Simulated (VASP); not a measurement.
# AlNi3 (Fm-3m) in VASP: a series of runs

The runs below take AlNi3 through single point, with PBE.

Program: VASP 6.6.1. These are calculated values, not measurements. Logs are shortened: lines on timing, memory, paths and dates and some standing lists are left out, and cuts for length are marked.

## 1. The cell of the first run

It takes space group Fm-3m (No. 225, cubic). Conventional cell: a = 5.604 Å, b = 5.604 Å, c = 5.604 Å, α = 90.00°, β = 90.00°, γ = 90.00°. Al (site symmetry m-3m) has 14 Ni at 2.43 to 2.80 Å within 3.2 Å. Within 3.2 Å of Ni (site symmetry -43m) lie 4 Al at 2.43 Å and 10 Ni at 2.43 to 2.80 Å. Within 3.2 Å of Ni (site symmetry m-3m) lie 8 Ni at 2.43 Å and 6 Al at 2.80 Å.

## 2. Single point, PBE

INCAR

```
SYSTEM = AlNi3
  ALGO = Normal
  EDIFF = 1E-6
  ENCUT = 520
  GGA = PE
  ISIF = 2
  ISMEAR = 1
  LASPH = .TRUE.
  LCHARG = .FALSE.
  LREAL = .FALSE.
  LWAVE = .FALSE.
  NBANDS = 24
  NELM = 60
  PREC = Accurate
  SIGMA = 0.1
```

KPOINTS

```
k-points
0
G
  14 14 14
  0 0 0
```

POSCAR

```
AlNi3
1.0
    0.0000000000      2.8018887551      2.8018887551
    2.8018887551      0.0000000000      2.8018887551
    2.8018887551      2.8018887551      0.0000000000
Al Ni
1 3
Direct
    0.5000000000      0.5000000000      0.5000000000
    0.2500000000      0.2500000000      0.2500000000
    0.0000000000      0.0000000000      0.0000000000
    0.7500000000      0.7500000000      0.7500000000
```

Potentials or basis: VASP PAW PBE potentials, release 64 (Al, Ni).

Run with:

```bash
$ cat potpaw_PBE.64/Al/POTCAR potpaw_PBE.64/Ni/POTCAR > POTCAR
$ mpirun -np 1 vasp_std > vasp.out
```

OUTCAR:

```text
SYSTEM = AlNi3
   EDIFF = 1E-6
   ENCUT = 520
   GGA = PE
   ISIF = 2
   ISMEAR = 1
   LASPH = .TRUE.
   LREAL = .FALSE.
   NELM = 60
   PREC = Accurate

 ion  position               nearest neighbor table
   1  0.500  0.500  0.500-   2 2.43   4 2.43   2 2.43   2 2.43   4 2.43   2 2.43   4 2.43   4 2.43
                             3 2.80   3 2.80   3 2.80   3 2.80   3 2.80   3 2.80
   2  0.250  0.250  0.250-   3 2.43   1 2.43   3 2.43   1 2.43   3 2.43   3 2.43   1 2.43   1 2.43
                             4 2.80   4 2.80   4 2.80   4 2.80   4 2.80   4 2.80
   3  0.000  0.000  0.000-   4 2.43   2 2.43   4 2.43   2 2.43   4 2.43   4 2.43   2 2.43   2 2.43
                             1 2.80   1 2.80   1 2.80   1 2.80   1 2.80   1 2.80
   4  0.750  0.750  0.750-   1 2.43   3 2.43   1 2.43   1 2.43   3 2.43   1 2.43   3 2.43   3 2.43
                             2 2.80   2 2.80   2 2.80   2 2.80   2 2.80   2 2.80

  LATTYP: Found a face centered cubic cell.
 ALAT       =     5.6037775102

  Lattice vectors:

 A1 = (   0.0000000000,   2.8018887551,   2.8018887551)
 A2 = (   2.8018887551,   0.0000000000,   2.8018887551)
 A3 = (   2.8018887551,   2.8018887551,   0.0000000000)

Analysis of symmetry for initial positions (statically):
=====================================================================
 Subroutine PRICEL returns:
 Original cell was already a primitive cell.

 Routine SETGRP: Setting up the symmetry group for a
 face centered cubic supercell.

 Subroutine GETGRP returns: Found 48 space group operations
 (whereof 48 operations were pure point group operations)
 out of a pool of 48 trial point group operations.

The static configuration has the point symmetry O_h .

Analysis of symmetry for dynamics (positions and initial velocities):
=====================================================================
 Subroutine PRICEL returns:
 Original cell was already a primitive cell.

 Routine SETGRP: Setting up the symmetry group for a
 face centered cubic supercell.

 Subroutine GETGRP returns: Found 48 space group operations
 (whereof 48 operations were pure point group operations)
 out of a pool of 48 trial point group operations.

The dynamic configuration has the point symmetry O_h .

 Subroutine INISYM returns: Found 48 space group operations
 (whereof 48 operations are pure point group operations),
 and found     1 'primitive' translations

----------------------------------------------------------------------------------------

                                     Primitive cell

  volume of cell :      43.9929

  direct lattice vectors                    reciprocal lattice vectors
     0.000000000  2.801888755  2.801888755    -0.178451053  0.178451053  0.178451053
     2.801888755  0.000000000  2.801888755     0.178451053 -0.178451053  0.178451053
     2.801888755  2.801888755  0.000000000     0.178451053  0.178451053 -0.178451053

  length of vectors
     3.962469078  3.962469078  3.962469078     0.309086291  0.309086291  0.309086291

  position of ions in fractional coordinates (direct lattice)
     0.500000000  0.500000000  0.500000000
     0.250000000  0.250000000  0.250000000
     0.000000000  0.000000000  0.000000000
     0.750000000  0.750000000  0.750000000

  ion indices of the primitive-cell ions
   primitive index   ion index
                 1           1
                 2           2
                 3           3
                 4           4

----------------------------------------------------------------------------------------

 KPOINTS: k-points

Automatic generation of k-mesh.
 Grid dimensions read from file:
 generate k-points for:   14   14   14

 Generating k-lattice:

  Cartesian coordinates                     Fractional coordinates (reciprocal lattice)
    -0.012746504  0.012746504  0.012746504     0.071428571  0.000000000  0.000000000
     0.012746504 -0.012746504  0.012746504     0.000000000  0.071428571  0.000000000
     0.012746504  0.012746504 -0.012746504     0.000000000  0.000000000  0.071428571

  Length of vectors
     0.022077592  0.022077592  0.022077592

  Shift w.r.t. Gamma in fractional coordinates (k-lattice)
     0.000000000  0.000000000  0.000000000

 Subroutine IBZKPT returns following result:
 ===========================================

 Found    104 irreducible k-points:

 Following reciprocal coordinates:
            Coordinates               Weight
  0.000000  0.000000  0.000000      1.000000
  0.071429  0.000000  0.000000      8.000000
  0.142857  0.000000  0.000000      8.000000
  0.214286  0.000000  0.000000      8.000000
  0.285714  0.000000  0.000000      8.000000
  0.357143  0.000000  0.000000      8.000000
[... 16 lines left out ...]
  0.214286  0.142857  0.000000     24.000000
  0.285714  0.142857  0.000000     24.000000
 [... further k-points ...]
   k-points           NKPTS =    104   k-points in BZ     NKDIM =    104   number of bands    NBANDS=     24
   number of dos      NEDOS =    301   number of ions     NIONS =      4
   total plane-waves  NPLWV =  27000
   dimension x,y,z NGX =    30 NGY =   30 NGZ =   30
   dimension x,y,z NGXF=    60 NGYF=   60 NGZF=   60
   ions per type =               1   3
   NGX,Y,Z   is equivalent  to a cutoff of  12.59, 12.59, 12.59 a.u.
   NGXF,Y,Z  is equivalent  to a cutoff of  25.17, 25.17, 25.17 a.u.
 SYSTEM =  AlNi3
   PREC   = accura    normal or accurate (medium, high low for compatibility)
   ISTART =      0    job   : 0-new  1-cont  2-samecut
   ICHARG =      2    charge: 1-file 2-atom 10-const
   ISPIN  =      1    spin polarized calculation?
   LNONCOLLINEAR =      F non collinear calculations
   LSORBIT =      F    spin-orbit coupling
   LASPH  =      T    aspherical Exc in radial PAW
   ENCUT  =  520.0 eV  38.22 Ry    6.18 a.u.   7.37  7.37  7.37*2*pi/ulx,y,z
   NELM   =     60;   NELMIN=  2; NELMDL= -5     # of ELM steps
   EDIFF  = 0.1E-05   stopping-criterion for ELM
   LREAL  =      F    real-space projection
   EDIFFG = 0.1E-04   stopping-criterion for IOM
   NSW    =      0    number of steps for IOM
   IBRION =     -1    ionic relax: 0-MD 1-quasi-New 2-CG
   NFREE  =      0    steps in history (QN), initial steepest desc. (CG)
   ISIF   =      2    stress and relaxation
   ISYM   =      2    0-nonsym 1-usesym 2-fastsym
   POTIM  = 0.5000    time-step for ionic-motion
   TEBEG  =    0.0;   TEEND  =   0.0 temperature during run
   PSTRESS=    0.0 pullay stress
   NELECT =      33.0000    total number of electrons
   NUPDOWN=      -1.0000    fix difference up-down
   EMIN   =  10.00;   EMAX   =-10.00  energy-range for DOS
   EFERMI =   0.00;   METHOD = LEGACY
   ISMEAR =     1;   SIGMA  =   0.10  broadening in eV -4-tet -1-fermi 0-gaus
   EFERMI_NEDOS =   21; number of points for ismear=-14 and -15
   IALGO  =     38    algorithm
   IMIX   =      4    mixing-type and parameters
     AMIX     =   0.40;   BMIX     =  1.00
     AMIX_MAG =   1.60;   BMIX_MAG =  1.00
  volume/ion in A,a.u.               =      11.00        74.22
  Fermi-wavevector in a.u.,A,eV,Ry     =   1.487483  2.810935 30.104316  2.212605
  Thomas-Fermi vector in A             =   2.600638
   LORBIT       =      0    0 simple, 1 ext, 2 COOP (PROOUT), +10 PAW based schemes
   GGA     = PE    functional components
   LHFCALC =     F    Hartree Fock is set to
   AEXX    =    0.0000 exact exchange contribution
   IVDW    =     0    specifies the selected vdW correction
   LEPSILON=     F    determine dielectric tensor
   LRPA    =     F    only Hartree local field effects (RPA)
 non-spin polarized calculation
 Methfessel and Paxton  Order N= 1 SIGMA  =   0.10
  energy-cutoff  :      520.00
  volume of cell :       43.99
 maximum number of plane-waves:      1243
 NGX is ok and might be reduce to    30
   NGX = 15   NGY = 15   NGZ = 15

 number of electron      33.0000016 magnetization

 Free energy of the ion-electron system (eV)
  ---------------------------------------------------
  ext. energy  EPLUGINS =         0.00000000
  ---------------------------------------------------
  free energy    TOTEN  =       -21.65507064 eV

  energy without entropy =      -21.65621796  energy(sigma->0) =      -21.65545308

 E-fermi :   9.9656     XC(G=0): -12.8136

 val. band max:        9.9576323854   @ k =  -0.2857   0.5000   0.2143
 cond. band min:       9.9792662314   @ k =  -0.4286   0.4286   0.0714
 fundamental gap:      0.0216338460
 Fermi energy:         9.9656076774

 k-point     1 :       0.0000    0.0000    0.0000
  band No.  band energies     occupation
      1      -0.2339      2.00000
      2       6.3612      2.00000
      3       6.3612      2.00000
      4       6.4821      2.00000
      5       6.4821      2.00000
      6       6.4821      2.00000
[... 16 lines left out ...]
     23      17.1479      0.00000
     24      18.7072      0.00000

 k-point     2 :       0.0714    0.0000    0.0000
  band No.  band energies     occupation
      1      -0.1579      2.00000
      2       6.3225      2.00000
      3       6.3225      2.00000
      4       6.4408      2.00000
      5       6.5618      2.00000
      6       6.5618      2.00000
[... 16 lines left out ...]
     23      17.5234      0.00000
     24      18.5025      0.00000

 k-point     3 :       0.1429    0.0000    0.0000
  band No.  band energies     occupation
      1       0.0686      2.00000
      2       6.2909      2.00000
      3       6.2909      2.00000
      4       6.3155      2.00000
      5       6.7107      2.00000
      6       6.7107      2.00000
[... 16 lines left out ...]
     23      17.9749      0.00000
     24      18.3041      0.00000

 k-point     4 :       0.2143    0.0000    0.0000
  band No.  band energies     occupation
      1       0.4410      2.00000
      2       6.0729      2.00000
      3       6.2954      2.00000
      4       6.2954      2.00000
      5       6.8830      2.00000
      6       6.8830      2.00000
[... 16 lines left out ...]
     23      18.1312      0.00000
     24      18.6728      0.00000

 k-point     5 :       0.2857    0.0000    0.0000
  band No.  band energies     occupation
      1       0.9505      2.00000
      2       5.6220      2.00000
      3       6.3306      2.00000
      4       6.3306      2.00000
      5       7.0522      2.00000
      6       7.0522      2.00000
[... 16 lines left out ...]
     23      18.1461      0.00000
     24      19.4704      0.00000

 k-point     6 :       0.3571    0.0000    0.0000
  band No.  band energies     occupation
      1       1.5828      2.00000
      2       4.9334      2.00000
      3       6.3815      2.00000
      4       6.3815      2.00000
      5       7.1665      2.00000
      6       7.1864      2.00000
[... 16 lines left out ...]
     23      18.1257      0.00000
     24      20.4529      0.00000
[... 379 lines left out ...]
 k-point    21 :      -0.0714    0.0714    0.0000
  band No.  band energies     occupation
      1      -0.0318      2.00000
      2       6.2549      2.00000
      3       6.2714      2.00000
      4       6.5166      2.00000
      5       6.5541      2.00000
      6       6.6787      2.00000
[... 16 lines left out ...]
     23      17.6591      0.00000
     24      17.7728      0.00000

 k-point    22 :       0.1429    0.1429    0.0000
  band No.  band energies     occupation
      1       0.1687      2.00000
      2       5.9690      2.00000
      3       6.5088      2.00000
      4       6.6273      2.00000
      5       6.6273      2.00000
      6       6.6559      2.00000
[... 16 lines left out ...]
     23      17.4157      0.00000
     24      19.0634      0.00000

 k-point    23 :       0.2143    0.1429    0.0000
  band No.  band energies     occupation
      1       0.4411      2.00000
      2       5.8270      2.00000
      3       6.5413      2.00000
      4       6.5737      2.00000
      5       6.7633      2.00000
      6       6.8105      2.00000
[... 16 lines left out ...]
     23      17.7200      0.00000
     24      19.5962      0.00000

 k-point    24 :       0.2857    0.1429    0.0000
  band No.  band energies     occupation
      1       0.8545      2.00000
      2       5.6598      2.00000
      3       6.4537      2.00000
      4       6.5674      2.00000
      5       6.9331      2.00000
      6       6.9341      2.00000
[... 16 lines left out ...]
     23      17.7007      0.00000
     24      19.7269      0.00000

 [... further k-points ...]
[... 5 lines left out ...]
  --------------------------------------------------------------------------------------
  -------------------------------------------------------------------------------------
  Total        1.9257353      1.9257353      1.9257353      0.0000000     -0.0000000      0.0000000
  in kB       70.1333384     70.1333384     70.1333384      0.0000000     -0.0000000      0.0000000
  external PRESSURE =      70.1333384 kB  Pullay stress =       0.0000000 kB

 VOLUME and BASIS-vectors are now :
 -----------------------------------------------------------------------------
  energy-cutoff  :      520.00
  volume of cell :       43.99
      direct lattice vectors                 reciprocal lattice vectors
     0.000000000  2.801888755  2.801888755    -0.178451053  0.178451053  0.178451053
     2.801888755  0.000000000  2.801888755     0.178451053 -0.178451053  0.178451053
     2.801888755  2.801888755  0.000000000     0.178451053  0.178451053 -0.178451053

 POSITION                                       TOTAL-FORCE (eV/Angst)
 -----------------------------------------------------------------------------------
      2.80189      2.80189      2.80189        -0.000000     -0.000000     -0.000000
      1.40094      1.40094      1.40094        -0.000000     -0.000000     -0.000000
      0.00000      0.00000      0.00000        -0.000000     -0.000000     -0.000000
      4.20283      4.20283      4.20283         0.000000      0.000000      0.000000
 -----------------------------------------------------------------------------------
    total drift:                                0.000000     -0.000000      0.000000

  FREE ENERGIE OF THE ION-ELECTRON SYSTEM (eV)
  ---------------------------------------------------
  free  energy   TOTEN  =       -21.6550706411 eV

  energy  without entropy=      -21.6562179577  energy(sigma->0) =      -21.65545308
```

Wall time 70 s (1 thread of AMD EPYC 9R45 (Zen 5), shared host); peak memory 0.21 GiB.

What came out:

```
Free energy            : -21.6551 eV
Pressure               : 7.0 GPa
Band gap on the k mesh : zero (an odd number of electrons rules out a gap without spin polarisation)
```

Levels at points of the mesh, in eV from the Fermi level:
```csv
k point,band 12,band 13,band 14,band 15,band 16,band 17,band 18,band 19,band 20,band 21
"(0.00, 0.00, 0.00)",-0.91,-0.57,-0.57,-0.53,-0.53,5.46,5.46,5.46,5.90,5.90
"(0.50, 0.00, 0.00)",-1.73,-0.65,-0.65,-0.48,-0.48,-0.15,4.34,4.34,4.79,4.79
"(0.50, 0.50, 0.00)",-1.18,-1.06,-0.75,-0.60,-0.38,-0.35,-0.35,-0.04,4.28,4.67
```

Caveat: the cell stands under pressure. Spin polarisation is off, so any magnetic state and its effect on volume and gap are missing.

## 3. Single point, PBE

INCAR

```
SYSTEM = AlNi3
  PREC = Accurate
  ENCUT = 520
  EDIFF = 1E-6
  ISMEAR = -5
  SIGMA = 0.1
  LREAL = .FALSE.
  LASPH = .TRUE.
  NELM = 100
  ALGO = Normal
  ISIF = 2
  LWAVE = .FALSE.
  LCHARG = .FALSE.
  GGA = PE
  NBANDS = 24
```

KPOINTS

```
regular mesh
0
G
  14 14 14
  0 0 0
```

POSCAR is that of step 2.

Potentials or basis: VASP PAW PBE potentials, release 64 (Al, Ni).

Run with:

```bash
$ cat potpaw_PBE.64/Al/POTCAR potpaw_PBE.64/Ni/POTCAR > POTCAR
$ mpirun -np 1 vasp_std > vasp.out
```

Wall time 76 s (1 thread of AMD EPYC 9R45 (Zen 5), shared host); peak memory 0.21 GiB.

The run converged. Its results:

| Quantity | Value |
| --- | --- |
| Free energy | -21.6561 eV |
| Pressure | 7.0 GPa |
| Band gap on the k mesh | zero (an odd number of electrons rules out a gap without spin polarisation) |

Levels at points of the mesh, in eV from the Fermi level:
| k point | band 12 | band 13 | band 14 | band 15 | band 16 | band 17 | band 18 | band 19 | band 20 | band 21 |
| --- | --- | --- | --- | --- | --- | --- | --- | --- | --- | --- |
| (0.00, 0.00, 0.00) | -0.93 | -0.59 | -0.59 | -0.54 | -0.54 | 5.44 | 5.44 | 5.44 | 5.88 | 5.88 |
| (0.50, 0.00, 0.00) | -1.74 | -0.67 | -0.67 | -0.49 | -0.49 | -0.16 | 4.33 | 4.33 | 4.77 | 4.77 |
| (0.50, 0.50, 0.00) | -1.20 | -1.08 | -0.76 | -0.62 | -0.39 | -0.37 | -0.37 | -0.06 | 4.26 | 4.65 |

Caveat: the cell stands under pressure; tetrahedron occupations give inexact forces and stress in metals. Spin polarisation is off, so any magnetic state and its effect on volume and gap are missing.

## 4. Single point, PBE

INCAR

```
SYSTEM = AlNi3
PREC = Accurate
ENCUT = 520
EDIFF = 1E-6
ISMEAR = 0
SIGMA = 0.1
LREAL = .False.
LASPH = .True.
NELM = 80
ALGO = Fast
ISIF = 2
LWAVE = .False.
LCHARG = .True.
GGA = PE
LELF = .True.
LVHAR = .True.
NBANDS = 24
```

KPOINTS

```
regular mesh
0
Gamma
  18 18 18
  0 0 0
```

POSCAR is that of step 3.

Run with:

```bash
$ cat potpaw_PBE.64/Al/POTCAR potpaw_PBE.64/Ni/POTCAR > POTCAR
$ mpirun -np 1 vasp_std > vasp.out
```

It took 2.4 min on 1 thread of AMD EPYC 9R45 (Zen 5), shared host; peak memory 0.27 GiB.

It converged, with:

- Free energy: -21.6622 eV
- Pressure: 7.1 GPa
- Band gap on the k mesh: zero (an odd number of electrons rules out a gap without spin polarisation)

Levels at points of the mesh, in eV from the Fermi level:
```csv
k point,band 13,band 14,band 15,band 16,band 17,band 18,band 19,band 20
"(0.00, 0.00, 0.00)",-0.56,-0.56,-0.52,-0.52,5.46,5.46,5.46,5.90
"(0.50, 0.00, 0.00)",-0.65,-0.65,-0.48,-0.48,-0.14,4.35,4.35,4.79
"(0.50, 0.50, 0.00)",-1.06,-0.74,-0.59,-0.38,-0.35,-0.35,-0.04,4.28
```

Caveat: the cell stands under pressure. Spin polarisation is off, so any magnetic state and its effect on volume and gap are missing.

(Part 1 of 2 ends here.)

The gap in the log of VASP goes by the Fermi energy; the results here count the filled bands.